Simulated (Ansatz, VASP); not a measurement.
# Two plane-wave programs on Ag

```
CELL_PARAMETERS angstrom
5.86501 0.00000 0.00000
0.00000 5.86501 0.00000
0.00000 0.00000 25.50359
ATOMIC_POSITIONS crystal
Ag 0.25000 0.25000 0.31368
Ag 0.25000 0.75000 0.31368
Ag 0.75000 0.25000 0.31368
Ag 0.75000 0.75000 0.31368
Ag 0.50000 0.50000 0.39499
Ag 0.50000 0.00000 0.39499
Ag 0.00000 0.50000 0.39499
Ag 0.00000 0.00000 0.39499
Ag 0.75000 0.75000 0.47615
Ag 0.75000 0.25000 0.47576
Ag 0.25000 0.75000 0.47576
Ag 0.25000 0.25000 0.47654
Ag 0.99949 0.99949 0.55531
Ag 0.99949 0.50051 0.55531
Ag 0.50051 0.99949 0.55531
Ag 0.50051 0.50051 0.55531
```

Alike in both runs: task single point; functional PBE; k mesh 3 × 3 × 1; occupations gaussian, width 0.1 eV; no spin polarisation.

|  | VASP | Ansatz |
| --- | --- | --- |
| version | VASP 6.6.1 | Ansatz 0.2.0 |
| potentials or method | VASP PAW PBE potentials, release 64 (Ag), cutoff 520 eV | scalar-relativistic, plane waves, PAW |
| valence electrons in the cell | 176 | 304 |

|  | VASP | Ansatz | Ansatz less VASP |
| --- | --- | --- | --- |
| gap on the k mesh at the Fermi level (eV) | none | none | - |
| rms of the force components (eV/Å) | 0.057 | 0.054 | -0.0028 |

Atom by atom the forces differ by 0.003 eV/Å (rms over components). A gap of «none» marks a metal or a gap that the smearing closes. VASP's potentials hold 176 valence electrons a cell and Ansatz's 304, so a difference there can come from the potentials and not from the codes.
